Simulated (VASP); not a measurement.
# Nb2Sb3F (Fmm2) in VASP: single point with PBE

Aim: the single point of Nb2Sb3F with PBE.

Program: VASP 6.6.1. These are calculated values, not measurements. Logs are shortened: lines on timing, memory, paths and dates and some standing lists are left out, and cuts for length are marked.

## 1. The cell of the first run

The structure is orthorhombic, space group Fmm2 (No. 42). Conventional cell: a = 8.416 Å, b = 10.757 Å, c = 6.459 Å, α = 90.00°, β = 90.00°, γ = 90.00°. Nb (site symmetry m) has 1 F at 2.07 Å and 5 Sb at 2.71 to 2.98 Å and 1 Nb at 3.01 Å within 3.1 Å. Sb (site symmetry mm2) has 2 Nb at 2.71 Å and 2 F at 2.79 to 3.67 Å and 4 Sb at 3.50 Å within 3.7 Å. Within 3.7 Å of Sb (site symmetry 2) lie 4 Nb at 2.83 to 2.98 Å and 4 Sb at 3.23 to 3.50 Å and 2 F at 3.43 Å. F (site symmetry mm2) has 2 Nb at 2.07 Å and 1 Sb at 2.79 Å within 2.8 Å.

The cell was generated, and may not be a known phase.

## 2. Single point, PBE

Input file INCAR:

```
PREC     = Accurate       # precision mode
ENCUT    = 520            # plane-wave cutoff, eV
EDIFF    = 1E-6           # SCF threshold, eV
ISMEAR   = 0              # smearing method
SIGMA    = 0.1            # smearing width, eV
LREAL    = F              # projectors in reciprocal space
LASPH    = T              # aspherical terms in the spheres
NELM     = 100            # most SCF steps
ALGO     = Normal         # electronic algorithm
ISIF     = 2              # what is computed and relaxed
LWAVE    = F              # write WAVECAR
LCHARG   = F              # write CHGCAR
GGA      = PE             # functional
NBANDS   = 33             # bands
```

Input file KPOINTS:

```
Automatic mesh
0
Gamma
  8 8 8
```

Input file POSCAR:

```
Nb2Sb3F
1.0
    0.0000000000      5.3784260303      3.2296243793
    4.2080118975      0.0000000000      3.2296243793
    4.2080118975      5.3784260303      0.0000000000
Nb Sb F
2 3 1
Direct
    0.5092478372      0.7886971787      0.2113028213
    0.7886971787      0.5092478372      0.4907521628
    0.3002652512      0.3002652512      0.6997347488
    0.9203336425      0.9203336425      0.5796663575
    0.4203336425      0.4203336425      0.0796663575
    0.8689780778      0.8689780778      0.1310219222
```

Potentials or basis: VASP PAW PBE potentials, release 64 (Nb_sv, Sb, F).

Started as:

```sh
$ cat potpaw_PBE.64/Nb_sv/POTCAR potpaw_PBE.64/Sb/POTCAR potpaw_PBE.64/F/POTCAR > POTCAR
$ mpirun -np 1 vasp_std > vasp.out
```

OUTCAR:

```text
PREC = Accurate
   ENCUT = 520
   EDIFF = 1E-6
   ISMEAR = 0
   LREAL = F
   LASPH = T
   NELM = 100
   ISIF = 2
   GGA = PE

 ion  position               nearest neighbor table
   1  0.509  0.789  0.211-   6 2.07   3 2.71   5 2.83   4 2.83   4 2.98   5 2.98   2 3.01
   2  0.789  0.509  0.491-   6 2.07   3 2.71   5 2.83   4 2.83   5 2.98   4 2.98   1 3.01
   3  0.300  0.300  0.700-   1 2.71   2 2.71   6 2.79   4 3.50   5 3.50   4 3.50   5 3.50
   4  0.920  0.920  0.580-   1 2.83   2 2.83   1 2.98   2 2.98   5 3.23   5 3.23   3 3.50   3 3.50

   5  0.420  0.420  0.080-   1 2.83   2 2.83   1 2.98   2 2.98   4 3.23   4 3.23   3 3.50   3 3.50

   6  0.869  0.869  0.131-   1 2.07   2 2.07   3 2.79

  LATTYP: Found a face centered orthorhombic cell.
 ALAT       =     6.4592487586
 B/A-ratio  =     1.3029415818
 C/A-ratio  =     1.6653410424

  Lattice vectors:

 A1 = (   4.2080118975,   5.3784260303,   0.0000000000)
 A2 = (   0.0000000000,   5.3784260303,   3.2296243793)
 A3 = (   4.2080118975,   0.0000000000,   3.2296243793)

Analysis of symmetry for initial positions (statically):
=====================================================================
 Subroutine PRICEL returns:
 Original cell was already a primitive cell.

 Routine SETGRP: Setting up the symmetry group for a
 face centered orthorhombic supercell.

 Subroutine GETGRP returns: Found  4 space group operations
 (whereof  4 operations were pure point group operations)
 out of a pool of  8 trial point group operations.

The static configuration has the point symmetry C_2v.

Analysis of symmetry for dynamics (positions and initial velocities):
=====================================================================
 Subroutine PRICEL returns:
 Original cell was already a primitive cell.

 Routine SETGRP: Setting up the symmetry group for a
 face centered orthorhombic supercell.

 Subroutine GETGRP returns: Found  4 space group operations
 (whereof  4 operations were pure point group operations)
 out of a pool of  8 trial point group operations.

The dynamic configuration has the point symmetry C_2v.

 Subroutine INISYM returns: Found  4 space group operations
 (whereof  4 operations are pure point group operations),
 and found     1 'primitive' translations

----------------------------------------------------------------------------------------

                                     Primitive cell

  volume of cell :     146.1888

  direct lattice vectors                    reciprocal lattice vectors
     0.000000000  5.378426030  3.229624379    -0.118820957  0.092964000  0.154816765
     4.208011897  0.000000000  3.229624379     0.118820957 -0.092964000  0.154816765
     4.208011897  5.378426030  0.000000000     0.118820957  0.092964000 -0.154816765

  length of vectors
     6.273590694  5.304511077  6.828969958     0.216168814  0.216168814  0.216168814

  position of ions in fractional coordinates (direct lattice)
     0.509247837  0.788697179  0.211302821
     0.788697179  0.509247837  0.490752163
     0.300265251  0.300265251  0.699734749
     0.920333642  0.920333642  0.579666358
     0.420333642  0.420333642  0.079666358
     0.868978078  0.868978078  0.131021922

  ion indices of the primitive-cell ions
   primitive index   ion index
                 1           1
                 2           2
                 3           3
                 4           4
                 5           5
                 6           6

----------------------------------------------------------------------------------------

 KPOINTS: Automatic mesh

Automatic generation of k-mesh.
 Grid dimensions read from file:
 generate k-points for:    8    8    8

 Generating k-lattice:

  Cartesian coordinates                     Fractional coordinates (reciprocal lattice)
    -0.014852620  0.011620500  0.019352096     0.125000000  0.000000000  0.000000000
     0.014852620 -0.011620500  0.019352096     0.000000000  0.125000000  0.000000000
     0.014852620  0.011620500 -0.019352096     0.000000000  0.000000000  0.125000000

  Length of vectors
     0.027021102  0.027021102  0.027021102

  Shift w.r.t. Gamma in fractional coordinates (k-lattice)
     0.000000000  0.000000000  0.000000000

 Subroutine IBZKPT returns following result:
 ===========================================

 Found     95 irreducible k-points:

 Following reciprocal coordinates:
            Coordinates               Weight
  0.000000  0.000000  0.000000      1.000000
  0.125000  0.000000  0.000000      8.000000
  0.250000  0.000000  0.000000      8.000000
  0.375000  0.000000  0.000000      8.000000
  0.500000  0.000000  0.000000      4.000000
  0.125000  0.125000  0.000000      2.000000
[... 16 lines left out ...]
  0.250000  0.000000  0.125000      8.000000
  0.375000  0.000000  0.125000      8.000000
 [... further k-points ...]
   k-points           NKPTS =     95   k-points in BZ     NKDIM =     95   number of bands    NBANDS=     33
   number of dos      NEDOS =    301   number of ions     NIONS =      6
   total plane-waves  NPLWV = 103680
   dimension x,y,z NGX =    48 NGY =   40 NGZ =   54
   dimension x,y,z NGXF=    96 NGYF=   80 NGZF=  108
   ions per type =               2   3   1
   NGX,Y,Z   is equivalent  to a cutoff of  12.72, 12.54, 13.15 a.u.
   NGXF,Y,Z  is equivalent  to a cutoff of  25.44, 25.07, 26.29 a.u.
 SYSTEM =  unknown system
   PREC   = accura    normal or accurate (medium, high low for compatibility)
   ISTART =      0    job   : 0-new  1-cont  2-samecut
   ICHARG =      2    charge: 1-file 2-atom 10-const
   ISPIN  =      1    spin polarized calculation?
   LNONCOLLINEAR =      F non collinear calculations
   LSORBIT =      F    spin-orbit coupling
   LASPH  =      T    aspherical Exc in radial PAW
   ENCUT  =  520.0 eV  38.22 Ry    6.18 a.u.  11.66  9.86 12.70*2*pi/ulx,y,z
   NELM   =    100;   NELMIN=  2; NELMDL= -5     # of ELM steps
   EDIFF  = 0.1E-05   stopping-criterion for ELM
   LREAL  =      F    real-space projection
   EDIFFG = 0.1E-04   stopping-criterion for IOM
   NSW    =      0    number of steps for IOM
   IBRION =     -1    ionic relax: 0-MD 1-quasi-New 2-CG
   NFREE  =      0    steps in history (QN), initial steepest desc. (CG)
   ISIF   =      2    stress and relaxation
   ISYM   =      2    0-nonsym 1-usesym 2-fastsym
   POTIM  = 0.5000    time-step for ionic-motion
   TEBEG  =    0.0;   TEEND  =   0.0 temperature during run
   PSTRESS=    0.0 pullay stress
   NELECT =      48.0000    total number of electrons
   NUPDOWN=      -1.0000    fix difference up-down
   EMIN   =  10.00;   EMAX   =-10.00  energy-range for DOS
   EFERMI =   0.00;   METHOD = LEGACY
   ISMEAR =     0;   SIGMA  =   0.10  broadening in eV -4-tet -1-fermi 0-gaus
   EFERMI_NEDOS =   21; number of points for ismear=-14 and -15
   IALGO  =     38    algorithm
   IMIX   =      4    mixing-type and parameters
     AMIX     =   0.40;   BMIX     =  1.00
     AMIX_MAG =   1.60;   BMIX_MAG =  1.00
  volume/ion in A,a.u.               =      24.36       164.42
  Fermi-wavevector in a.u.,A,eV,Ry     =   1.129407  2.134270 17.355053  1.275560
  Thomas-Fermi vector in A             =   2.266100
   LORBIT       =      0    0 simple, 1 ext, 2 COOP (PROOUT), +10 PAW based schemes
   GGA     = PE    functional components
   LHFCALC =     F    Hartree Fock is set to
   AEXX    =    0.0000 exact exchange contribution
   IVDW    =     0    specifies the selected vdW correction
   LEPSILON=     F    determine dielectric tensor
   LRPA    =     F    only Hartree local field effects (RPA)
 non-spin polarized calculation
 Gauss-broadening in eV      SIGMA  =   0.10
  energy-cutoff  :      520.00
  volume of cell :      146.19
 maximum number of plane-waves:      3958
   NGX = 23   NGY = 19   NGZ = 25

 number of electron      47.9999999 magnetization

 Free energy of the ion-electron system (eV)
  ---------------------------------------------------
  ext. energy  EPLUGINS =         0.00000000
  ---------------------------------------------------
  free energy    TOTEN  =       -36.76117940 eV

  energy without entropy =      -36.73851984  energy(sigma->0) =      -36.74984962

 E-fermi :   6.9663     XC(G=0):  -9.9658

 val. band max:        6.9661127894   @ k =  -0.2500   0.3750   0.2500
 cond. band min:       6.9675859807   @ k =   0.3750   0.0000   0.1250
 fundamental gap:      0.0014731913
 Fermi energy:         6.9662896599

 k-point     1 :       0.0000    0.0000    0.0000
  band No.  band energies     occupation
      1     -48.2880      2.00000
      2     -48.2531      2.00000
      3     -24.8922      2.00000
      4     -24.4583      2.00000
      5     -24.3099      2.00000
      6     -24.2967      2.00000
[... 25 lines left out ...]
     32      10.3558      0.00000
     33      10.6120      0.00000

 k-point     2 :       0.1250    0.0000    0.0000
  band No.  band energies     occupation
      1     -48.2879      2.00000
      2     -48.2532      2.00000
      3     -24.8920      2.00000
      4     -24.4583      2.00000
      5     -24.3101      2.00000
      6     -24.2978      2.00000
[... 25 lines left out ...]
     32      10.3824      0.00000
     33      10.6925      0.00000

 k-point     3 :       0.2500    0.0000    0.0000
  band No.  band energies     occupation
      1     -48.2876      2.00000
      2     -48.2534      2.00000
      3     -24.8915      2.00000
      4     -24.4581      2.00000
      5     -24.3105      2.00000
      6     -24.3004      2.00000
[... 25 lines left out ...]
     32      10.3353      0.00000
     33      10.8088      0.00000

 k-point     4 :       0.3750    0.0000    0.0000
  band No.  band energies     occupation
      1     -48.2873      2.00000
      2     -48.2537      2.00000
      3     -24.8910      2.00000
      4     -24.4579      2.00000
      5     -24.3110      2.00000
      6     -24.3030      2.00000
[... 673 lines left out ...]
     32      10.1864      0.00000
     33      10.4069      0.00000

 k-point    23 :       0.2500    0.0000    0.1250
  band No.  band energies     occupation
      1     -48.2875      2.00000
      2     -48.2536      2.00000
      3     -24.8911      2.00000
      4     -24.4578      2.00000
      5     -24.3100      2.00000
      6     -24.3012      2.00000
[... 25 lines left out ...]
     32      10.3492      0.00000
     33      10.6360      0.00000

 k-point    24 :       0.3750    0.0000    0.1250
  band No.  band energies     occupation
      1     -48.2872      2.00000
      2     -48.2538      2.00000
      3     -24.8906      2.00000
      4     -24.4576      2.00000
      5     -24.3104      2.00000
      6     -24.3039      2.00000
[... 25 lines left out ...]
     32      10.3297      0.00000
     33      10.8210      0.00000

 [... further k-points ...]

------------------------ aborting loop because EDIFF is reached ----------------------------------------

  FORCE on cell =-STRESS in cart. coord.  units (eV):
  Direction    XX          YY          ZZ          XY          YZ          ZX
  --------------------------------------------------------------------------------------
  -------------------------------------------------------------------------------------
  Total       -0.1435621     -0.0656482     -0.1772941      0.0000000      0.0000000      0.0000000
  in kB       -1.5733892     -0.7194805     -1.9430797      0.0000000      0.0000000      0.0000000
  external PRESSURE =      -1.4119831 kB  Pullay stress =       0.0000000 kB

 VOLUME and BASIS-vectors are now :
 -----------------------------------------------------------------------------
  energy-cutoff  :      520.00
  volume of cell :      146.19
      direct lattice vectors                 reciprocal lattice vectors
     0.000000000  5.378426030  3.229624379    -0.118820957  0.092964000  0.154816765
     4.208011897  0.000000000  3.229624379     0.118820957 -0.092964000  0.154816765
     4.208011897  5.378426030  0.000000000     0.118820957  0.092964000 -0.154816765

 POSITION                                       TOTAL-FORCE (eV/Angst)
 -----------------------------------------------------------------------------------
      4.20801      3.87543      4.19187         0.000000     -0.013268     -0.034000
      4.20801      6.88142      4.19187         0.000000      0.013268     -0.034000
      4.20801      5.37843      1.93949         0.000000      0.000000      0.003583
      6.31202      8.06764      5.94466         0.000000     -0.000000      0.006677
      2.10401      2.68921      2.71504         0.000000      0.000000      0.006677
      4.20801      5.37843      5.61295         0.000000      0.000000      0.051063
 -----------------------------------------------------------------------------------
    total drift:                                0.000007      0.000007      0.001005

  FREE ENERGIE OF THE ION-ELECTRON SYSTEM (eV)
  ---------------------------------------------------
  free  energy   TOTEN  =       -36.7611793989 eV

  energy  without entropy=      -36.7385198394  energy(sigma->0) =      -36.74984962
```

Run time: 7.6 min. Hardware: 1 thread of Intel Xeon Platinum 8488C (Sapphire Rapids), shared host; peak memory 0.59 GiB.

What came out:

```yaml
Free_energy: -36.7612 eV
Pressure: -0.1 GPa
Largest_force: 0.051 eV/Å
Band_gap_on_the_k_mesh: zero (bands 24 and 25 overlap by 0.48 eV)
```

Forces in eV/Å, atoms in the order of the input:
```
Nb   0.000 -0.013 -0.034
Nb   0.000  0.013 -0.034
Sb   0.000  0.000  0.004
Sb   0.000  0.000  0.007
Sb   0.000  0.000  0.007
F    0.000  0.000  0.051
```

Levels at points of the mesh, in eV from the Fermi level:
```
           k point  band 21  band 22  band 23  band 24  band 25  band 26  band 27  band 28
(0.00, 0.00, 0.00)    -1.55    -0.69    -0.57    -0.12     0.85     1.53     1.88     2.02
(0.50, 0.00, 0.00)    -1.68    -1.24    -0.86    -0.33     0.22     1.03     1.20     1.64
(0.50, 0.50, 0.00)    -0.86    -0.31    -0.30    -0.28    -0.16     0.99     1.28     1.72
(0.50, 0.00, 0.50)    -1.60    -1.44    -0.36    -0.22     0.36     0.87     1.85     1.95
(0.00, 0.50, 0.50)    -1.78    -1.49    -0.75    -0.10     0.08     0.50     0.68     1.16
```

Caveat: spin-orbit coupling is left out, which moves the levels of the heavy elements.
